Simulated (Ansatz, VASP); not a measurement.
# Two plane-wave programs on Ru

```
Ru
1.0
     2.70393    0.00000    0.00000
    -1.35197    2.34168    0.00000
     0.00000    0.00000    4.26708
Ru
2
Direct
  0.33333 0.66667 0.25000
  0.66667 0.33333 0.75000
```

Alike in both runs: task relaxation of cell and atoms; functional r2SCAN; k mesh 15 × 15 × 8; occupations fermi-dirac, width 0.15 eV; no spin polarisation.

|  | VASP | Ansatz |
| --- | --- | --- |
| version | VASP 6.6.1 | Ansatz 0.2.0 |
| potentials or method | VASP PAW PBE potentials, release 64 (Ru_pv), cutoff 600 eV | scalar-relativistic, plane waves, PAW |
| valence electrons in the cell | 28 | 32 |

```tsv
	VASP	Ansatz	Ansatz less VASP
gap on the k mesh at the Fermi level, each at its own relaxed structure (eV)	none	none	-
relaxed volume (Å³/atom)	13.57	13.53	-0.042
relaxed cell length with the largest relative difference (Å)	4.273	4.268	-0.0047
```

VASP's potentials were made for PBE, not for r2SCAN. A gap of «none» marks a metal or a gap that the smearing closes. VASP's potentials hold 28 valence electrons a cell and Ansatz's 32, so a difference there can come from the potentials and not from the codes.
